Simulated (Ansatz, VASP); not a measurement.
## Te in VASP and in Ansatz

```xyz
2
Lattice="2.2142 1.2784 4.1059 -2.2142 1.2784 4.1059 0.0000 -2.5567 4.1059" Properties=species:S:1:pos:R:3 pbc="T T T"
Te    0.0000    0.0000    2.8028
Te    0.0000    0.0000    9.5150
```

Alike in both runs: task relaxation of cell and atoms; functional PBE; k mesh 6 × 6 × 6; occupations gaussian, width 0.1 eV; no spin polarisation.

```csv
,VASP,Ansatz
version,VASP 6.6.1,Ansatz 0.2.0
potentials or method,"VASP PAW PBE potentials, release 64 (Te), cutoff 600 eV","scalar-relativistic, plane waves, PAW"
valence electrons in the cell,12,32
```

```tsv
	VASP	Ansatz	Ansatz less VASP
gap on the k mesh at the Fermi level, each at its own relaxed structure (eV)	none	none	-
relaxed volume (Å³/atom)	32.72	32.82	+0.095
relaxed cell length with the largest relative difference (Å)	4.447	4.572	+0.1247
```

A gap of «none» marks a metal or a gap that the smearing closes. VASP's potentials hold 12 valence electrons a cell and Ansatz's 32, so a difference there can come from the potentials and not from the codes.

Spin-orbit coupling is off throughout.
